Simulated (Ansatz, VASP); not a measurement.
W5C: VASP beside Ansatz

```
CELL_PARAMETERS angstrom
3.01988 0.00000 0.00000
-1.50994 2.61529 0.00000
0.00000 0.00000 11.14397
ATOMIC_POSITIONS crystal
W 0.33333 0.66667 0.11043
W 0.66667 0.33333 0.88957
W 0.00000 0.00000 0.50000
W 0.33333 0.66667 0.68976
W 0.66667 0.33333 0.31024
C 0.00000 0.00000 0.00000
```

Alike in both runs: functional PBE; k mesh 6 × 6 × 2; occupations gaussian, width 0.2 eV; no spin polarisation.

Ansatz relaxed the structure, and its values are those at the end. VASP's run is a single point on that final structure, the one shown.

|  | VASP | Ansatz |
| --- | --- | --- |
| version | VASP 6.6.1 | Ansatz 0.2.0 |
| potentials or method | VASP PAW PBE potentials, release 64 (W_sv, C), cutoff 520 eV | scalar-relativistic, plane waves, PAW |
| valence electrons in the cell | 74 | 74 |

Ansatz gave:

| Item | Value |
| --- | --- |
| gap on the k mesh at the Fermi level (eV) | none |
| pressure (GPa) | 0.1 |
| rms of the force components (eV/Å) | 0.016 |

Q: What did VASP give for the same quantities?

A: gap on the k mesh at the Fermi level (eV): none; pressure (GPa): 0.7; rms of the force components (eV/Å): 0.033.

A gap of «none» marks a metal or a gap that the smearing closes.

The k mesh is coarse, so the values compare programs but aren't converged. Spin-orbit coupling is off throughout.
